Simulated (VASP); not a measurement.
# CdSe in VASP: a series of runs

Runs on CdSe. Level: LDA. Tasks: electric field gradients.

Program: VASP 6.6.1. These are calculated values, not measurements. Logs are shortened: lines on timing, memory, paths and dates and some standing lists are left out, and cuts for length are marked.

## 1. The cell of the first run

Symmetry: I-4m2, No. 119, tetragonal system. Conventional cell: a = 4.342 Å, b = 4.342 Å, c = 6.325 Å, α = 90.00°, β = 90.00°, γ = 90.00°. Cd (site symmetry -4m2) has 4 Se at 2.69 Å within 3.5 Å. Se (site symmetry -4m2) has 4 Cd at 2.69 Å within 3.5 Å.

## 2. Electric field gradients, LDA (zz strain of +3 %)

Input file INCAR:

```
SYSTEM = CdSe
ALGO = Normal
EDIFF = 1E-8
ENCUT = 520
GGA = CA
ISIF = 2
ISMEAR = -1
LASPH = .True.
LCHARG = .False.
LEFG = .True.
LREAL = .False.
LWAVE = .False.
NBANDS = 16
NELM = 80
PREC = Accurate
SIGMA = 0.03
```

Input file KPOINTS:

```
k-points
0
Gamma
  8 8 8
  0 0 0
```

Input file POSCAR:

```
CdSe
1.0
    0.0000000000      3.0702711986      3.1623793346
    3.0702711986      0.0000000000      3.1623793346
    3.0702711986      3.0702711986      0.0000000000
Cd Se
1 1
Direct
    0.0000000000      0.0000000000      0.0000000000
    0.2500000000      0.2500000000      0.2500000000
```

Potentials or basis: VASP PAW LDA potentials, release 64 (Cd, Se).

On the command line:

```bash
$ cat potpaw_LDA.64/Cd/POTCAR potpaw_LDA.64/Se/POTCAR > POTCAR
$ mpirun -np 1 vasp_std > vasp.out
```

OUTCAR:

```text
SYSTEM = CdSe
   EDIFF = 1E-8
   ENCUT = 520
   GGA = CA
   ISIF = 2
   ISMEAR = -1
   LASPH = .True.
   LREAL = .False.
   NELM = 80
   PREC = Accurate

 ion  position               nearest neighbor table
   1  0.000  0.000  0.000-   2 2.69   2 2.69   2 2.69   2 2.69
   2  0.250  0.250  0.250-   1 2.69   1 2.69   1 2.69   1 2.69

  LATTYP: Found a body centered tetragonal cell.
 ALAT       =     4.3420191692
 C/A-ratio  =     1.4566399693

  Lattice vectors:

 A1 = (  -3.0702711986,   0.0000000000,   3.1623793346)
 A2 = (   3.0702711986,   0.0000000000,   3.1623793346)
 A3 = (   0.0000000000,   3.0702711986,  -3.1623793346)

Analysis of symmetry for initial positions (statically):
=====================================================================
 Subroutine PRICEL returns:
 Original cell was already a primitive cell.

 Routine SETGRP: Setting up the symmetry group for a
 body centered tetragonal supercell.

 Subroutine GETGRP returns: Found  8 space group operations
 (whereof  8 operations were pure point group operations)
 out of a pool of 16 trial point group operations.

The static configuration has the point symmetry D_2d.

Analysis of symmetry for dynamics (positions and initial velocities):
=====================================================================
 Subroutine PRICEL returns:
 Original cell was already a primitive cell.

 Routine SETGRP: Setting up the symmetry group for a
 body centered tetragonal supercell.

 Subroutine GETGRP returns: Found  8 space group operations
 (whereof  8 operations were pure point group operations)
 out of a pool of 16 trial point group operations.

The dynamic configuration has the point symmetry D_2d.

 Subroutine INISYM returns: Found  8 space group operations
 (whereof  8 operations are pure point group operations),
 and found     1 'primitive' translations

----------------------------------------------------------------------------------------

                                     Primitive cell

  volume of cell :      59.6208

  direct lattice vectors                    reciprocal lattice vectors
     0.000000000  3.070271199  3.162379335    -0.162852063  0.162852063  0.158108799
     3.070271199  0.000000000  3.162379335     0.162852063 -0.162852063  0.158108799
     3.070271199  3.070271199  0.000000000     0.162852063  0.162852063 -0.158108799

  length of vectors
     4.407630689  4.407630689  4.342019169     0.279356370  0.279356370  0.279356370

  position of ions in fractional coordinates (direct lattice)
     0.000000000  0.000000000  0.000000000
     0.250000000  0.250000000  0.250000000

  ion indices of the primitive-cell ions
   primitive index   ion index
                 1           1
                 2           2

----------------------------------------------------------------------------------------

 KPOINTS: k-points

Automatic generation of k-mesh.
 Grid dimensions read from file:
 generate k-points for:    8    8    8

 Generating k-lattice:

  Cartesian coordinates                     Fractional coordinates (reciprocal lattice)
    -0.020356508  0.020356508  0.019763600     0.125000000  0.000000000  0.000000000
     0.020356508 -0.020356508  0.019763600     0.000000000  0.125000000  0.000000000
     0.020356508  0.020356508 -0.019763600     0.000000000  0.000000000  0.125000000

  Length of vectors
     0.034919546  0.034919546  0.034919546

  Shift w.r.t. Gamma in fractional coordinates (k-lattice)
     0.000000000  0.000000000  0.000000000

 Subroutine IBZKPT returns following result:
 ===========================================

 Found     59 irreducible k-points:

 Following reciprocal coordinates:
            Coordinates               Weight
  0.000000  0.000000  0.000000      1.000000
  0.125000  0.000000  0.000000      8.000000
  0.250000  0.000000  0.000000      8.000000
  0.375000  0.000000  0.000000      8.000000
  0.500000  0.000000  0.000000      4.000000
  0.125000  0.125000  0.000000      2.000000
[... 16 lines left out ...]
  0.250000  0.000000  0.125000     16.000000
  0.375000  0.000000  0.125000     16.000000
 [... further k-points ...]
   k-points           NKPTS =     59   k-points in BZ     NKDIM =     59   number of bands    NBANDS=     16
   number of dos      NEDOS =    301   number of ions     NIONS =      2
   total plane-waves  NPLWV =  41472
   dimension x,y,z NGX =    36 NGY =   36 NGZ =   32
   dimension x,y,z NGXF=    72 NGYF=   72 NGZF=   64
   ions per type =               1   1
   NGX,Y,Z   is equivalent  to a cutoff of  13.58, 13.58, 12.25 a.u.
   NGXF,Y,Z  is equivalent  to a cutoff of  27.16, 27.16, 24.50 a.u.
 SYSTEM =  CdSe
   PREC   = accura    normal or accurate (medium, high low for compatibility)
   ISTART =      0    job   : 0-new  1-cont  2-samecut
   ICHARG =      2    charge: 1-file 2-atom 10-const
   ISPIN  =      1    spin polarized calculation?
   LNONCOLLINEAR =      F non collinear calculations
   LSORBIT =      F    spin-orbit coupling
   LASPH  =      T    aspherical Exc in radial PAW
   ENCUT  =  520.0 eV  38.22 Ry    6.18 a.u.   8.20  8.20  8.07*2*pi/ulx,y,z
   NELM   =     80;   NELMIN=  2; NELMDL= -5     # of ELM steps
   EDIFF  = 0.1E-07   stopping-criterion for ELM
   LREAL  =      F    real-space projection
   EDIFFG = 0.1E-06   stopping-criterion for IOM
   NSW    =      0    number of steps for IOM
   IBRION =     -1    ionic relax: 0-MD 1-quasi-New 2-CG
   NFREE  =      0    steps in history (QN), initial steepest desc. (CG)
   ISIF   =      2    stress and relaxation
   ISYM   =      2    0-nonsym 1-usesym 2-fastsym
   POTIM  = 0.5000    time-step for ionic-motion
   TEBEG  =    0.0;   TEEND  =   0.0 temperature during run
   PSTRESS=    0.0 pullay stress
   NELECT =      18.0000    total number of electrons
   NUPDOWN=      -1.0000    fix difference up-down
   EMIN   =  10.00;   EMAX   =-10.00  energy-range for DOS
   EFERMI =   0.00;   METHOD = LEGACY
   ISMEAR =    -1;   SIGMA  =   0.03  broadening in eV -4-tet -1-fermi 0-gaus
   EFERMI_NEDOS =   21; number of points for ismear=-14 and -15
   IALGO  =     38    algorithm
   IMIX   =      4    mixing-type and parameters
     AMIX     =   0.40;   BMIX     =  1.00
     AMIX_MAG =   1.60;   BMIX_MAG =  1.00
  volume/ion in A,a.u.               =      29.81       201.17
  Fermi-wavevector in a.u.,A,eV,Ry     =   1.098247  2.075385 16.410606  1.206146
  Thomas-Fermi vector in A             =   2.234621
   LORBIT       =      0    0 simple, 1 ext, 2 COOP (PROOUT), +10 PAW based schemes
   GGA     = CA    functional components
   LHFCALC =     F    Hartree Fock is set to
   AEXX    =    0.0000 exact exchange contribution
   IVDW    =     0    specifies the selected vdW correction
   LEPSILON=     F    determine dielectric tensor
   LRPA    =     F    only Hartree local field effects (RPA)
 non-spin polarized calculation
  energy-cutoff  :      520.00
  volume of cell :       59.62
 maximum number of plane-waves:      1628
 NGX is ok and might be reduce to    36
   NGX = 17   NGY = 17   NGZ = 17

 number of electron      17.9999999 magnetization

 Free energy of the ion-electron system (eV)
  ---------------------------------------------------
  ext. energy  EPLUGINS =         0.00000000
  ---------------------------------------------------
  free energy    TOTEN  =        -6.69107327 eV

  energy without entropy =       -6.69102416  energy(sigma->0) =       -6.69104871

 E-fermi :   0.5034     XC(G=0):  -9.0372

 val. band max:        0.3848293245   @ k =   0.0000   0.0000   0.0000
 cond. band min:       0.5959499442   @ k =   0.0000   0.0000   0.0000
 fundamental gap:      0.2111206197
 Fermi energy:         0.5033524285

 k-point     1 :       0.0000    0.0000    0.0000
  band No.  band energies     occupation
      1     -11.9812      2.00000
      2      -7.4198      2.00000
      3      -7.4076      2.00000
      4      -7.4076      2.00000
      5      -7.0956      2.00000
      6      -7.0890      2.00000
[... 8 lines left out ...]
     15      11.0581      0.00000
     16      11.5256      0.00000

 k-point     2 :       0.1250    0.0000    0.0000
  band No.  band energies     occupation
      1     -11.9336      2.00000
      2      -7.4020      2.00000
      3      -7.3928      2.00000
      4      -7.3673      2.00000
      5      -7.0955      2.00000
      6      -7.0906      2.00000
[... 8 lines left out ...]
     15      10.4518      0.00000
     16      10.6693      0.00000
[... 387 lines left out ...]
      5      -7.1005      2.00000
      6      -7.0781      2.00000
[... 8 lines left out ...]
     15      11.0563      0.00000
     16      11.5026      0.00000

 k-point    24 :       0.3750    0.0000    0.1250
  band No.  band energies     occupation
      1     -11.7060      2.00000
      2      -7.3364      2.00000
      3      -7.3194      2.00000
      4      -7.1349      2.00000
      5      -7.0709      2.00000
      6      -7.0126      2.00000
[... 8 lines left out ...]
     15      11.0962      0.00000
     16      11.7271      0.00000

 [... further k-points ...]
[... 5 lines left out ...]
  --------------------------------------------------------------------------------------
  -------------------------------------------------------------------------------------
  Total       -1.4406613     -1.4406613     -1.7010473      0.0000000      0.0000000      0.0000000
  in kB      -38.7146243    -38.7146243    -45.7119268      0.0000000      0.0000000      0.0000000
  external PRESSURE =     -41.0470585 kB  Pullay stress =       0.0000000 kB

 VOLUME and BASIS-vectors are now :
 -----------------------------------------------------------------------------
  energy-cutoff  :      520.00
  volume of cell :       59.62
      direct lattice vectors                 reciprocal lattice vectors
     0.000000000  3.070271199  3.162379335    -0.162852063  0.162852063  0.158108799
     3.070271199  0.000000000  3.162379335     0.162852063 -0.162852063  0.158108799
     3.070271199  3.070271199  0.000000000     0.162852063  0.162852063 -0.158108799

 POSITION                                       TOTAL-FORCE (eV/Angst)
 -----------------------------------------------------------------------------------
      0.00000      0.00000      0.00000        -0.000000     -0.000000      0.000000
      1.53514      1.53514      1.58119         0.000000      0.000000      0.000000
 -----------------------------------------------------------------------------------
    total drift:                                0.000002      0.000002     -0.000000

  FREE ENERGIE OF THE ION-ELECTRON SYSTEM (eV)
  ---------------------------------------------------
  free  energy   TOTEN  =        -6.6910732669 eV

  energy  without entropy=       -6.6910241618  energy(sigma->0) =       -6.69104871

 Electric field gradients (V/A^2)
---------------------------------------------------------------------
 ion       V_xx      V_yy      V_zz      V_xy      V_xz      V_yz
---------------------------------------------------------------------
   1       4.186     4.186    -8.371    -0.003    -0.001    -0.001
   2      -5.954    -5.954    11.909    -0.001    -0.000    -0.000
---------------------------------------------------------------------

 Electric field gradients after diagonalization (V/A^2)
 (convention: |V_zz| > |V_xx| > |V_yy|)
----------------------------------------------------------------------
 ion       V_xx      V_yy      V_zz     asymmetry (V_yy - V_xx)/ V_zz
----------------------------------------------------------------------
   1       4.188     4.183    -8.371       0.001
   2      -5.955    -5.954    11.909       0.000
----------------------------------------------------------------------

           NMR quadrupolar parameters

 Cq : quadrupolar parameter    Cq=e*Q*V_zz/h
 eta: asymmetry parameters     (V_yy - V_xx)/ V_zz
 Q  : nuclear electric quadrupole moment in mb (millibarn)
----------------------------------------------------------------------
 ion       Cq(MHz)       eta       Q (mb)
----------------------------------------------------------------------
   1      -0.020       0.001       1.000
   2       0.029       0.000       1.000
----------------------------------------------------------------------
```

It took 24 s on 1 thread of Intel Xeon 6975P-C (Granite Rapids), shared host; peak memory 0.2 GiB.

Results:

* Free energy: -6.6911 eV
* Pressure: -4.1 GPa
* Band gap on the k mesh: 0.21 eV, direct

Electric field gradients, principal values (V/Å²):
| atom | least | middle | greatest (by size) |
| --- | --- | --- | --- |
| 1 Cd | 4.183 | 4.188 | -8.371 |
| 2 Se | -5.954 | -5.955 | 11.909 |

Caveat: the cell differs from its parent crystal (zz strain of +3 %); without QUAD_EFG the Cq values of the log hold for a quadrupole moment of 1 mb, not for the nuclei.

(Continued in part 2 of 3.)
